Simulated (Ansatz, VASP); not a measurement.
**One calculation of Al4Si, two programs**

```
CELL_PARAMETERS angstrom
2.85749 0.00000 0.00000
0.00000 2.85749 0.00000
0.00000 0.00000 24.08220
ATOMIC_POSITIONS crystal
Si 0.00000 0.00000 0.32917
Al 0.50000 0.50000 0.41442
Al 0.00000 0.00000 0.50000
Al 0.50000 0.50000 0.58558
Al 0.00000 0.00000 0.67083
```

Alike in both runs: task single point; functional PBE; k mesh 14 × 14 × 1; occupations fermi-dirac, width 0.08 eV; no spin polarisation.

```csv
,VASP,Ansatz
version,VASP 6.6.1,Ansatz 0.2.0
potentials or method,"VASP PAW PBE potentials, release 64 (Si, Al), cutoff 520 eV","all-electron LAPW, scalar-relativistic"
```

```tsv
	VASP	Ansatz	Ansatz less VASP
rms of the force components (eV/Å)	0.203	0.203	-0.0009
```

Atom by atom the forces differ by 0.001 eV/Å (rms over components). Ansatz ran all-electron here, and VASP with PAW potentials.
